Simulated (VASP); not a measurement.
# Ni2N (P6_3/mmc) in VASP: notebook

Ni2N is run at these levels: PBE; tasks: single point, relaxation of cell and atoms.

Everything below comes from runs of VASP 6.6.1. Logs are shortened: lines on timing, memory, paths and dates and some standing lists are left out, and cuts for length are marked.

## (1) The cell of the first run

Symmetry: P6_3/mmc, No. 194, hexagonal system. Conventional cell: a = 2.711 Å, b = 2.711 Å, c = 8.894 Å, α = 90.00°, β = 90.00°, γ = 120.00°. Ni (site symmetry 3m) has 3 N at 1.96 Å and 1 Ni at 2.36 Å within 2.6 Å. N (site symmetry -6m2) has 6 Ni at 1.96 Å within 2.6 Å.

## (2) Single point, PBE

Input file INCAR:

```
PREC = Accurate ; ENCUT = 520
EDIFF = 1E-6 ; ISMEAR = 0
SIGMA = 0.1 ; LREAL = F
LASPH = T ; NELM = 100
ALGO = Normal ; ISIF = 2
LWAVE = F ; LCHARG = T
GGA = PE ; LELF = T
LVHAR = T ; NBANDS = 34
```

Input file KPOINTS:

```
Automatic mesh
0
Gamma
  12 12 2
```

Input file POSCAR:

```
Ni2N
1.0
    2.7107737292      0.0000000000      0.0000000000
   -1.3553868646      2.3475989134      0.0000000000
    0.0000000000      0.0000000000      8.8941148967
Ni N
4 2
Direct
    0.3333333333      0.6666666667      0.6175701548
    0.6666666667      0.3333333333      0.1175701548
    0.3333333333      0.6666666667      0.8824298452
    0.6666666667      0.3333333333      0.3824298452
    0.3333333333      0.6666666667      0.2500000000
    0.6666666667      0.3333333333      0.7500000000
```

Potentials or basis: VASP PAW PBE potentials, release 64 (Ni, N).

Run with:

```
> cat potpaw_PBE.64/Ni/POTCAR potpaw_PBE.64/N/POTCAR > POTCAR
> mpirun -np 1 vasp_std > vasp.out
```

OUTCAR:

```text
PREC = Accurate
   ENCUT = 520
   EDIFF = 1E-6
   ISMEAR = 0
   LREAL = F
   LASPH = T
   NELM = 100
   ISIF = 2
   GGA = PE

 ion  position               nearest neighbor table
   1  0.333  0.667  0.618-   6 1.96   6 1.96   6 1.96   3 2.36   4 2.61   4 2.61   4 2.61
   2  0.667  0.333  0.118-   5 1.96   5 1.96   5 1.96   4 2.36   3 2.61   3 2.61   3 2.61
   3  0.333  0.667  0.882-   6 1.96   6 1.96   6 1.96   1 2.36   2 2.61   2 2.61   2 2.61
   4  0.667  0.333  0.382-   5 1.96   5 1.96   5 1.96   2 2.36   1 2.61   1 2.61   1 2.61
   5  0.333  0.667  0.250-   2 1.96   4 1.96   2 1.96   4 1.96   2 1.96   4 1.96
   6  0.667  0.333  0.750-   1 1.96   3 1.96   1 1.96   3 1.96   1 1.96   3 1.96

  LATTYP: Found a hexagonal cell.
 ALAT       =     2.7107737292
 C/A-ratio  =     3.2810244547

  Lattice vectors:

 A1 = (   2.7107737292,   0.0000000000,   0.0000000000)
 A2 = (  -1.3553868646,   2.3475989134,   0.0000000000)
 A3 = (   0.0000000000,   0.0000000000,   8.8941148967)

Analysis of symmetry for initial positions (statically):
=====================================================================
 Subroutine PRICEL returns:
 Original cell was already a primitive cell.

 Routine SETGRP: Setting up the symmetry group for a
 hexagonal supercell.

 Subroutine GETGRP returns: Found 24 space group operations
 (whereof 12 operations were pure point group operations)
 out of a pool of 24 trial point group operations.

The static configuration has the point symmetry D_3d.
 The point group associated with its full space group is D_6h.

Analysis of symmetry for dynamics (positions and initial velocities):
=====================================================================
 Subroutine PRICEL returns:
 Original cell was already a primitive cell.

 Routine SETGRP: Setting up the symmetry group for a
 hexagonal supercell.

 Subroutine GETGRP returns: Found 24 space group operations
 (whereof 12 operations were pure point group operations)
 out of a pool of 24 trial point group operations.

The dynamic configuration has the point symmetry D_3d.
 The point group associated with its full space group is D_6h.

 Subroutine INISYM returns: Found 24 space group operations
 (whereof 12 operations are pure point group operations),
 and found     1 'primitive' translations

----------------------------------------------------------------------------------------

                                     Primitive cell

[... 96 lines left out ...]
   ENCUT  =  520.0 eV  38.22 Ry    6.18 a.u.   5.04  5.04 16.54*2*pi/ulx,y,z
   NELM   =    100;   NELMIN=  2; NELMDL= -5     # of ELM steps
   EDIFF  = 0.1E-05   stopping-criterion for ELM
   LREAL  =      F    real-space projection
   EDIFFG = 0.1E-04   stopping-criterion for IOM
   NSW    =      0    number of steps for IOM
   IBRION =     -1    ionic relax: 0-MD 1-quasi-New 2-CG
   NFREE  =      0    steps in history (QN), initial steepest desc. (CG)
   ISIF   =      2    stress and relaxation
   ISYM   =      2    0-nonsym 1-usesym 2-fastsym
   POTIM  = 0.5000    time-step for ionic-motion
   TEBEG  =    0.0;   TEEND  =   0.0 temperature during run
   PSTRESS=    0.0 pullay stress
   NELECT =      50.0000    total number of electrons
   NUPDOWN=      -1.0000    fix difference up-down
   EMIN   =  10.00;   EMAX   =-10.00  energy-range for DOS
   EFERMI =   0.00;   METHOD = LEGACY
   ISMEAR =     0;   SIGMA  =   0.10  broadening in eV -4-tet -1-fermi 0-gaus
   EFERMI_NEDOS =   21; number of points for ismear=-14 and -15
   IALGO  =     38    algorithm
   IMIX   =      4    mixing-type and parameters
     AMIX     =   0.40;   BMIX     =  1.00
     AMIX_MAG =   1.60;   BMIX_MAG =  1.00
  volume/ion in A,a.u.               =       9.43        63.66
  Fermi-wavevector in a.u.,A,eV,Ry     =   1.570814  2.968409 33.571801  2.467458
  Thomas-Fermi vector in A             =   2.672491
   LORBIT       =      0    0 simple, 1 ext, 2 COOP (PROOUT), +10 PAW based schemes
   GGA     = PE    functional components
   LHFCALC =     F    Hartree Fock is set to
   AEXX    =    0.0000 exact exchange contribution
   IVDW    =     0    specifies the selected vdW correction
   LEPSILON=     F    determine dielectric tensor
   LRPA    =     F    only Hartree local field effects (RPA)
 non-spin polarized calculation
 Gauss-broadening in eV      SIGMA  =   0.10
  energy-cutoff  :      520.00
  volume of cell :       56.60
 maximum number of plane-waves:      1542
   NGX = 11   NGY = 11   NGZ = 33

 number of electron      50.0000001 magnetization

 Free energy of the ion-electron system (eV)
  ---------------------------------------------------
  ext. energy  EPLUGINS =         0.00000000
  ---------------------------------------------------
  free energy    TOTEN  =       -36.95654183 eV

  energy without entropy =      -36.92859755  energy(sigma->0) =      -36.94256969

 E-fermi :   9.3530     XC(G=0): -13.1072

 val. band max:        9.3523875743   @ k =   0.2500   0.0000   0.0000
 cond. band min:       9.3771062784   @ k =   0.4167   0.1667   0.5000
 fundamental gap:      0.0247187041
 Fermi energy:         9.3529983506

 k-point     1 :       0.0000    0.0000    0.0000
  band No.  band energies     occupation
      1      -8.3250      2.00000
      2      -8.1895      2.00000
      3       0.4987      2.00000
      4       1.7984      2.00000
      5       4.4810      2.00000
      6       4.7191      2.00000
[... 877 lines left out ...]
     33      18.2370      0.00000
     34      18.2370      0.00000

 [... further k-points ...]
[... 5 lines left out ...]
  --------------------------------------------------------------------------------------
  -------------------------------------------------------------------------------------
  Total        0.2904438      0.2904438      0.2097472      0.0000000      0.0000000      0.0000000
  in kB        8.2215321      8.2215321      5.9372718      0.0000000      0.0000000      0.0000000
  external PRESSURE =       7.4601120 kB  Pullay stress =       0.0000000 kB

 VOLUME and BASIS-vectors are now :
 -----------------------------------------------------------------------------
  energy-cutoff  :      520.00
  volume of cell :       56.60
      direct lattice vectors                 reciprocal lattice vectors
     2.710773729  0.000000000  0.000000000     0.368898366  0.212983571  0.000000000
    -1.355386865  2.347598913  0.000000000     0.000000000  0.425967142  0.000000000
     0.000000000  0.000000000  8.894114897     0.000000000  0.000000000  0.112433897

 POSITION                                       TOTAL-FORCE (eV/Angst)
 -----------------------------------------------------------------------------------
     -0.00000      1.56507      5.49274        -0.000000      0.000000     -0.045564
      1.35539      0.78253      1.04568         0.000000      0.000000     -0.045564
     -0.00000      1.56507      7.84843        -0.000000      0.000000      0.045564
      1.35539      0.78253      3.40137         0.000000     -0.000000      0.045564
     -0.00000      1.56507      2.22353         0.000000      0.000000     -0.000000
      1.35539      0.78253      6.67059        -0.000000     -0.000000      0.000000
 -----------------------------------------------------------------------------------
    total drift:                               -0.000000      0.000000     -0.000000

  FREE ENERGIE OF THE ION-ELECTRON SYSTEM (eV)
  ---------------------------------------------------
  free  energy   TOTEN  =       -36.9565418302 eV

  energy  without entropy=      -36.9285975482  energy(sigma->0) =      -36.94256969
```

stdout:

```text
POSCAR found type information on POSCAR NiN
 POSCAR found :  2 types and       6 ions
 scaLAPACK will be used
 LDA part: xc-table for (Slater+PW92), standard interpolation
 POSCAR, INCAR and KPOINTS ok, starting setup
 FFT: planning ... GRIDC
 FFT: planning ... GRID_SOFT
 FFT: planning ... GRID
 WAVECAR not read
 entering main loop
```

Wall time 49 s (1 thread of AMD EPYC 9R45 (Zen 5), shared host); peak memory 0.17 GiB.

Results:

```yaml
Free_energy: -36.9565 eV
Pressure: 0.7 GPa
Largest_force: 0.046 eV/Å
Band_gap_on_the_k_mesh: zero (band 25 reaches 9.87 eV, above the bottom of band 26 at 8.79 eV)
```

Forces on the atoms (eV/Å):
```
Ni   0.000  0.000 -0.046
Ni   0.000  0.000 -0.046
Ni   0.000  0.000  0.046
Ni   0.000  0.000  0.046
N    0.000  0.000  0.000
N    0.000  0.000  0.000
```

Stress tensor (GPa, compression positive):
```
0.82 0.00 0.00
0.00 0.82 0.00
0.00 0.00 0.59
```

Caveat: the run has no spin polarisation, though such a crystal can be magnetic. With open d or f shells a metallic result of PBE can be an artefact of self-interaction; +U or a hybrid may open a gap.

## (3) Relaxation of cell and atoms, PBE

This run uses another cell than the first one, of 8.30 Å³/atom, 0.880 times its volume.

Input file INCAR:

```
ALGO = Normal
EDIFF = 1E-7
EDIFFG = -0.04
ENCUT = 600
GGA = PE
IBRION = 2
ISIF = 3
ISMEAR = 0
LASPH = T
LCHARG = F
LREAL = F
LWAVE = F
NELM = 60
NSW = 90
PREC = Accurate
SIGMA = 0.1
```

Input file KPOINTS:

```
k-points
0
Gamma
  12 12 2
```

Input file POSCAR:

```
Ni2N
1.0
    2.4542655817      0.0000000000      0.0000000000
   -1.2271327909      2.1254563414      0.0000000000
    0.0000000000      0.0000000000      9.5460866935
Ni N
4 2
Direct
    0.3333333333      0.6666666667      0.6275000000
    0.6666666667      0.3333333333      0.1275000000
    0.3333333333      0.6666666667      0.8725000000
    0.6666666667      0.3333333333      0.3725000000
    0.3333333333      0.6666666667      0.2500000000
    0.6666666667      0.3333333333      0.7500000000
```

Potentials or basis: VASP PAW PBE potentials, release 64 (Ni, N).

Run with:

```
> cat potpaw_PBE.64/Ni/POTCAR potpaw_PBE.64/N/POTCAR > POTCAR
> mpirun -np 1 vasp_std > vasp.out
```

OUTCAR:

```text
EDIFF = 1E-7
   EDIFFG = -0.04
   ENCUT = 600
   GGA = PE
   IBRION = 2
   ISIF = 3
   ISMEAR = 0
   LASPH = T
   LREAL = F
   NELM = 60
   NSW = 90
   PREC = Accurate

 ion  position               nearest neighbor table
   1  0.333  0.667  0.627-   6 1.84   6 1.84   6 1.84   3 2.34   4 2.82   4 2.82   4 2.82
   2  0.667  0.333  0.127-   5 1.84   5 1.84   5 1.84   4 2.34   3 2.82   3 2.82   3 2.82
   3  0.333  0.667  0.873-   6 1.84   6 1.84   6 1.84   1 2.34   2 2.82   2 2.82   2 2.82
   4  0.667  0.333  0.373-   5 1.84   5 1.84   5 1.84   2 2.34   1 2.82   1 2.82   1 2.82
   5  0.333  0.667  0.250-   2 1.84   4 1.84   2 1.84   4 1.84   2 1.84   4 1.84
   6  0.667  0.333  0.750-   1 1.84   3 1.84   1 1.84   3 1.84   1 1.84   3 1.84

  LATTYP: Found a hexagonal cell.
 ALAT       =     2.4542655817
 C/A-ratio  =     3.8895899306

  Lattice vectors:

 A1 = (   2.4542655817,   0.0000000000,   0.0000000000)
 A2 = (  -1.2271327909,   2.1254563414,   0.0000000000)
 A3 = (   0.0000000000,   0.0000000000,   9.5460866935)

Analysis of symmetry for initial positions (statically):
=====================================================================
 Subroutine PRICEL returns:
 Original cell was already a primitive cell.

 Routine SETGRP: Setting up the symmetry group for a
 hexagonal supercell.

 Subroutine GETGRP returns: Found 24 space group operations
 (whereof 12 operations were pure point group operations)
 out of a pool of 24 trial point group operations.

The static configuration has the point symmetry D_3d.
 The point group associated with its full space group is D_6h.

Analysis of symmetry for dynamics (positions and initial velocities):
=====================================================================
 Subroutine PRICEL returns:
 Original cell was already a primitive cell.

 Routine SETGRP: Setting up the symmetry group for a
 hexagonal supercell.

 Subroutine GETGRP returns: Found 24 space group operations
 (whereof 12 operations were pure point group operations)
 out of a pool of 24 trial point group operations.

The dynamic configuration has the point symmetry D_3d.
 The point group associated with its full space group is D_6h.

 Subroutine INISYM returns: Found 24 space group operations
 (whereof 12 operations are pure point group operations),
 and found     1 'primitive' translations

[... 123 lines left out ...]
  volume/ion in A,a.u.               =       8.30        56.01
  Fermi-wavevector in a.u.,A,eV,Ry     =   1.639325  3.097876 36.564123  2.687387
  Thomas-Fermi vector in A             =   2.730150
   LORBIT       =      0    0 simple, 1 ext, 2 COOP (PROOUT), +10 PAW based schemes
   GGA     = PE    functional components
   LHFCALC =     F    Hartree Fock is set to
   AEXX    =    0.0000 exact exchange contribution
   IVDW    =     0    specifies the selected vdW correction
   LEPSILON=     F    determine dielectric tensor
   LRPA    =     F    only Hartree local field effects (RPA)
 conjugate gradient relaxation of ions
 non-spin polarized calculation
 Gauss-broadening in eV      SIGMA  =   0.10
  energy-cutoff  :      600.00
  volume of cell :       49.80
 maximum number of plane-waves:      1698
 NGX is ok and might be reduce to    20
   NGX =  9   NGY =  9   NGZ = 39

--------------------------------------- Ionic step        1  -------------------------------------------

 number of electron      49.9999982 magnetization

 Free energy of the ion-electron system (eV)
  ---------------------------------------------------
  ext. energy  EPLUGINS =         0.00000000
  ---------------------------------------------------
  free energy    TOTEN  =       -34.78323354 eV

  energy without entropy =      -34.76506524  energy(sigma->0) =      -34.77414939

 E-fermi :  11.4770     XC(G=0): -13.8151

 val. band max:       11.4192319879   @ k =   0.2500   0.1667   0.0000
 cond. band min:      11.4846764109   @ k =   0.1667   0.0000   0.5000
 fundamental gap:      0.0654444230
 Fermi energy:        11.4769989215

 k-point     1 :       0.0000    0.0000    0.0000
  band No.  band energies     occupation
      1      -8.4925      2.00000
      2      -8.4253      2.00000
      3       1.0388      2.00000
      4       1.7935      2.00000
      5       5.4818      2.00000
      6       6.1985      2.00000
[... 896 lines left out ...]
  FREE ENERGIE OF THE ION-ELECTRON SYSTEM (eV)
  ---------------------------------------------------
  free  energy   TOTEN  =       -36.4493635957 eV

  energy  without entropy=      -36.4187446378  energy(sigma->0) =      -36.43405412

[... ionic steps 4 to 9 ...]

--------------------------------------- Ionic step       10  -------------------------------------------

 number of electron      49.9999998 magnetization

------------------------ aborting loop because EDIFF is reached ----------------------------------------
[... 75 lines left out ...]
--------------------------------------- Ionic step       12  -------------------------------------------

 number of electron      50.0000012 magnetization

 Free energy of the ion-electron system (eV)
  ---------------------------------------------------
  ext. energy  EPLUGINS =         0.00000000
  ---------------------------------------------------
  free energy    TOTEN  =       -36.95272235 eV

  energy without entropy =      -36.92565384  energy(sigma->0) =      -36.93918810

 E-fermi :   9.3068     XC(G=0): -13.0890

 val. band max:        9.2772715180   @ k =   0.3333  -0.0000   0.0000
 cond. band min:       9.3205109640   @ k =   0.4167   0.1667   0.5000
 fundamental gap:      0.0432394460
 Fermi energy:         9.3068124979

 k-point     1 :       0.0000    0.0000    0.0000
  band No.  band energies     occupation
      1      -8.3223      2.00000
      2      -8.1838      2.00000
      3       0.4876      2.00000
      4       1.8027      2.00000
      5       4.4759      2.00000
      6       4.6699      2.00000
[... 816 lines left out ...]
  FREE ENERGIE OF THE ION-ELECTRON SYSTEM (eV)
  ---------------------------------------------------
  free  energy   TOTEN  =       -36.9527223470 eV

  energy  without entropy=      -36.9256538440  energy(sigma->0) =      -36.93918810

 reached required accuracy - stopping structural energy minimisation
```

OSZICAR:

```text
N       E                     dE             d eps       ncg     rms          rms(c)
DAV:   1     0.438844557707E+03    0.43884E+03   -0.26169E+04  2288   0.269E+03
DAV:   2     0.153411790447E+02   -0.42350E+03   -0.40369E+03  2334   0.486E+02
DAV:   3    -0.404182986647E+02   -0.55759E+02   -0.53352E+02  2906   0.195E+02
[... 157 lines left out ...]
DAV:   6    -0.369527193681E+02    0.86798E-04   -0.46775E-04  2714   0.198E-01    0.261E-02
DAV:   7    -0.369527200869E+02   -0.71878E-06   -0.38999E-05  2796   0.102E-01    0.119E-02
DAV:   8    -0.369527220474E+02   -0.19604E-05   -0.90956E-06  2542   0.403E-02    0.212E-03
DAV:   9    -0.369527223216E+02   -0.27424E-06   -0.37219E-07  1872   0.753E-03    0.108E-03
DAV:  10    -0.369527223470E+02   -0.25385E-07   -0.68942E-08  1140   0.240E-03
  12 F= -.36952722E+02 E0= -.36939188E+02  d E =-.965236E-02
```

It took 11 min on 1 thread of Intel Xeon Platinum 8488C (Sapphire Rapids), shared host; peak memory 0.22 GiB.

What came out:

```
Free energy                            : -36.9527 eV
Relaxed volume                         : 9.46 Å³/atom
Relaxed cell                           : a = 2.719 Å, b = 2.719 Å, c = 8.865 Å, α = 90.00°, β = 90.00°, γ = 120.00°
Space group after relaxing (to 0.05 Å) : P6_3/mmc (No. 194)
Energy gained by relaxing              : 361.6 meV/atom
Ionic steps                            : 12
Pressure after relaxing                : -0.1 GPa
Largest force after relaxing           : 0.012 eV/Å
Band gap on the k mesh                 : zero (band 25 reaches 9.84 eV, above the bottom of band 26 at 8.75 eV)
```

Forces in eV/Å, atoms in the order of the input:
```
Ni   0.000  0.000 -0.012
Ni   0.000  0.000 -0.012
Ni   0.000  0.000  0.012
Ni   0.000  0.000  0.012
N    0.000  0.000  0.000
N    0.000  0.000  0.000
```

Stress tensor (GPa, compression positive):
```
-0.38  0.00  0.00
 0.00 -0.38  0.00
 0.00  0.00  0.57
```

Step by step:
| step | energy change (eV) | largest force (eV/Å) | pressure (GPa) | volume (Å³) |
| --- | --- | --- | --- | --- |
| 1 | 0.0000 | 3.1813 | 57.67 | 49.80 |
| 2 | 1.0386 | 2.0618 | -35.00 | 74.43 |
| 3 | -1.6661 | 0.4550 | -5.75 | 58.61 |
| 4 | -1.6746 | 0.3355 | -3.65 | 58.11 |
| 5 | -1.6757 | 0.2825 | -2.71 | 57.89 |
| 6 | -2.0535 | 0.2224 | -1.71 | 57.83 |
| 7 | -2.1136 | 0.5162 | -0.51 | 57.73 |
| 8 | -2.1186 | 0.6476 | 0.06 | 57.68 |
| 9 | -2.1597 | 0.0472 | -3.00 | 57.72 |
| 10 | -2.1598 | 0.0112 | -3.15 | 57.72 |
| 11 | -2.1655 | 0.0062 | 2.03 | 56.19 |
| 12 | -2.1695 | 0.0124 | -0.07 | 56.77 |

Final structure:
```
CELL_PARAMETERS angstrom
2.71945 0.00000 0.00000
-1.35973 2.35511 0.00000
0.00000 0.00000 8.86453
ATOMIC_POSITIONS crystal
Ni 0.33333 0.66667 0.61737
Ni 0.66667 0.33333 0.11737
Ni 0.33333 0.66667 0.88263
Ni 0.66667 0.33333 0.38263
N 0.33333 0.66667 0.25000
N 0.66667 0.33333 0.75000
```

Levels at points of the mesh, in eV from the Fermi level:
| k point | band 21 | band 22 | band 23 | band 24 | band 25 | band 26 | band 27 | band 28 | band 29 | band 30 |
| --- | --- | --- | --- | --- | --- | --- | --- | --- | --- | --- |
| (0.00, 0.00, 0.00) | -1.67 | -1.67 | -1.17 | -1.17 | -0.55 | 0.44 | 1.43 | 1.43 | 1.61 | 1.61 |
| (0.50, 0.00, 0.00) | -1.14 | -1.00 | -0.94 | -0.84 | -0.81 | -0.25 | 0.48 | 1.25 | 3.56 | 4.30 |
| (0.00, 0.00, 0.50) | -1.35 | -1.35 | -1.35 | -1.35 | -0.13 | -0.13 | 1.52 | 1.52 | 1.52 | 1.52 |
| (0.50, 0.00, 0.50) | -1.06 | -1.06 | -0.81 | -0.81 | -0.56 | -0.56 | 0.90 | 0.90 | 3.62 | 3.62 |

Caveat: the run has no spin polarisation, though such a crystal can be magnetic. Spin polarisation is off, so any magnetic state and its effect on volume and gap are missing.
